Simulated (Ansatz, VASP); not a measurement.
One calculation of Al2O3, two programs

File INCAR:

```
PREC = Accurate
ENCUT = 600
EDIFF = 1E-6
ISMEAR = 0
SIGMA = 0.01
LREAL = False
LASPH = True
NELM = 60
ALGO = Normal
ISIF = 3
LWAVE = False
LCHARG = False
IBRION = 2
NSW = 80
EDIFFG = -0.005
```

The input KPOINTS:

```
Automatic mesh
0
Gamma
  12 12 2
```

Contents of POSCAR:

```
Al2O3
1.0
    2.8843249500      0.0000000000      0.0000000000
   -1.4421624700      2.4978986800      0.0000000000
    0.0000000000      0.0000000000      9.3367544600
Al O
2 3
Direct
    0.0000000000      0.0000000000      0.1499923304
    0.0000000000      0.0000000000      0.8500076696
    0.3333333294      0.6666666680      0.2223169195
    0.6666666686      0.3333333280      0.0000000000
    0.3333333294      0.6666666680      0.7776830805
```

Input for Ansatz:

```yaml
crystal:
  lattice:
    - [2.88432495, 0.0, 0.0]
    - [-1.44216247, 2.49789868, 0.0]
    - [0.0, 0.0, 9.33675446]
  atoms:
    - { symbol: Al, position: [0.0, 0.0, 0.1499923304184225] }
    - { symbol: Al, position: [0.0, 0.0, 0.8500076695815775] }
    - { symbol: O, position: [0.3333333293778732, 0.6666666680011216, 0.22231691953479946] }
    - { symbol: O, position: [0.6666666686204444, 0.3333333279955134, 0.0] }
    - { symbol: O, position: [0.3333333293778732, 0.6666666680011216, 0.7776830804652005] }
basis:
  ecutwfc: 476.19925930478996
kpoints:
  mp_grid:
    grid: [12, 12, 2]
hamiltonian:
  xc: lda
  dispersion: none
scf:
  occupations:
    method: fixed
relax:
  f_tol: 0.005
  cell: {}
```

Alike in both runs: task relaxation of cell and atoms; functional LDA; k mesh 12 × 12 × 2; no spin polarisation.

|  | VASP | Ansatz |
| --- | --- | --- |
| version | VASP 6.6.1 | Ansatz 0.2.0 |
| potentials or method | VASP PAW LDA potentials, release 64 (Al, O), cutoff 600 eV | plane waves, PAW |
| occupations | gaussian, width 0.01 eV | fixed |
| valence electrons in the cell | 24 | 24 |

|  | VASP | Ansatz | Ansatz less VASP |
| --- | --- | --- | --- |
| relaxed volume (Å³/atom) | 10.21 | 10.26 | +0.047 |
| relaxed cell length with the largest relative difference (Å) | 7.295 | 7.352 | +0.0564 |

LDA's correlation is that of Perdew and Zunger in VASP and of Perdew and Wang (1992) in Ansatz.

Noted on VASP's run: the volume moved by over 15 % at a fixed basis, so the end points are rough.
